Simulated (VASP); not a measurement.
Crystal: Rb4ZnSb2.

```xyz
7
Lattice="7.5139 0.0000 0.0000 0.0000 7.5139 0.0000 0.0000 0.0000 4.3760" Properties=species:S:1:pos:R:3 pbc="T T T"
Rb    1.7282    1.7282    0.0000
Rb    5.7857    1.7282    0.0000
Rb    5.7857    5.7857    0.0000
Rb    1.7282    5.7857    0.0000
Zn    0.0000    0.0000    0.0000
Sb    0.0000    3.7570    2.1880
Sb    3.7570    0.0000    2.1880
```

The cell was generated, and may not be a known phase.

```yaml
Program: VASP 6.6.1
Task: relaxation of cell and atoms
Functional: PBE
Potentials_or_basis: VASP PAW PBE potentials, release 64 (Rb_sv, Zn, Sb)
Cutoff: 600 eV
k_mesh: 2 × 2 × 4
Occupations: gaussian, width 0.1 eV
Spin: no spin polarisation
```

At the start: pressure 11.6 GPa; volume 35.29 Å³/atom.

Task: Where does the relaxation end?

Result: Over 14 steps the energy falls by 845.9 meV/atom and the volume is 48.15 Å³/atom (+36.4 %); space group P4/mmm (No. 123, to 0.1 Å) before and after.

Step by step:
```
step  energy change (eV)  largest force (eV/Å)  pressure (GPa)  volume (Å³)
   1              0.0000                3.8118           11.62       247.06
   2             -5.4129                0.5971            0.44       348.10
   3             -5.5428                0.4335           -0.10       363.37
   4             -5.5856                0.1871           -0.88       395.03
   5             -5.6001                0.2610           -0.65       383.90
   6             -5.5991                0.2835           -0.58       380.84
   7             -5.7119                0.2489           -0.48       369.93
   8             -5.8718                0.1749           -0.18       347.86
   9             -5.7318                0.0164            1.00       304.03
  10             -5.9072                0.1285            0.07       335.12
  11             -5.9081                0.1182            0.13       332.59
  12             -5.9138                0.0881            0.02       335.18
  13             -5.9163                0.0539           -0.09       338.26
  14             -5.9211                0.0384           -0.06       337.07
```

Final structure:
```
Rb Zn Sb
1.0
     9.22359    0.00000    0.00000
     0.00000    9.22359    0.00000
     0.00000    0.00000    3.96208
Rb Zn Sb
4 1 2
Direct
  0.25971 0.25971 0.00000
  0.74029 0.25971 0.00000
  0.74029 0.74029 0.00000
  0.25971 0.74029 0.00000
  0.00000 0.00000 0.00000
  0.00000 0.50000 0.50000
  0.50000 0.00000 0.50000
```

Caveat: the k points lie up to 0.40 Å⁻¹ apart in the final cell, too coarse for converged energies and pressures of a metal; the volume moved by over 15 % at a fixed basis, so the end points are rough.
